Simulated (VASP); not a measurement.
A run of VASP 6.6.1 is set up as follows.

File POSCAR:

```
As
1.0
    3.4842955108      0.0000000000      0.0000000000
   -1.7421477554      3.0174884267      0.0000000000
    0.0000000000      0.0000000000     23.2400000000
As
2
Direct
    0.3333333333      0.6666666667      0.6088855250
    0.6666666667      0.3333333333      0.6694752303
```

The input INCAR.step1:

```
SYSTEM = As
PREC     = Accurate       ! precision mode
ENCUT    = 400            ! plane-wave cutoff, eV
EDIFF    = 1E-5           ! SCF threshold, eV
ISMEAR   = 0              ! smearing method
SIGMA    = 0.04           ! smearing width, eV
LREAL    = .False.        ! projectors in reciprocal space
LASPH    = .True.         ! aspherical terms in the spheres
NELM     = 120            ! most SCF steps
ALGO     = Normal         ! electronic algorithm
ISIF     = 2              ! what is computed and relaxed
LWAVE    = .True.         ! write WAVECAR
LCHARG   = .False.        ! write CHGCAR
LDIPOL   = .True.       
IDIPOL   = 3            
DIPOL    = 0.5 0.5 0.639
NBANDS   = 12             ! bands
GGA      = PE             ! functional
GGA_COMPAT= .False.      
NELMDL   = -8
```

File INCAR.step2:

```
SYSTEM = As
PREC     = Accurate       ! precision mode
ENCUT    = 400            ! plane-wave cutoff, eV
EDIFF    = 1E-6           ! SCF threshold, eV
ISMEAR   = 0              ! smearing method
SIGMA    = 0.04           ! smearing width, eV
LREAL    = .False.        ! projectors in reciprocal space
LASPH    = .True.         ! aspherical terms in the spheres
NELM     = 120            ! most SCF steps
ALGO     = Normal         ! electronic algorithm
ISIF     = 2              ! what is computed and relaxed
LWAVE    = .False.        ! write WAVECAR
LCHARG   = .False.        ! write CHGCAR
LDIPOL   = .True.       
IDIPOL   = 3            
DIPOL    = 0.5 0.5 0.639
GGA      = PE             ! functional
LHFCALC  = .True.         ! exact exchange
HFSCREEN = 0.2079         ! screening, 1/A
PRECFOCK = Normal       
NBANDS   = 12             ! bands
ISTART   = 1            
GGA_COMPAT= .False.
```

KPOINTS

```
Automatic mesh
0
Gamma
  6 6 1
  0 0 0
```

Potentials or basis: VASP PAW PBE potentials, release 64 (As).

Launch:

```bash
$ cat potpaw_PBE.64/As/POTCAR > POTCAR
$ cp INCAR.step1 INCAR
$ mpirun -np 1 vasp_std > vasp.out
$ cp INCAR.step2 INCAR
$ mpirun -np 1 vasp_std > vasp.out
```

**Question.** Estimate the largest force.

**Answer.** 0.307 eV/Å.

**Question.** Estimate the band gap on the k mesh.

**Answer.** 1.94 eV, indirect (least direct gap 3.09 eV).

Forces on the atoms (eV/Å):
```
As   0.000  0.000  0.307
As   0.000  0.000 -0.307
```

Caveat: the PAW data sets were made with another functional, which shifts forces and pressure a little.
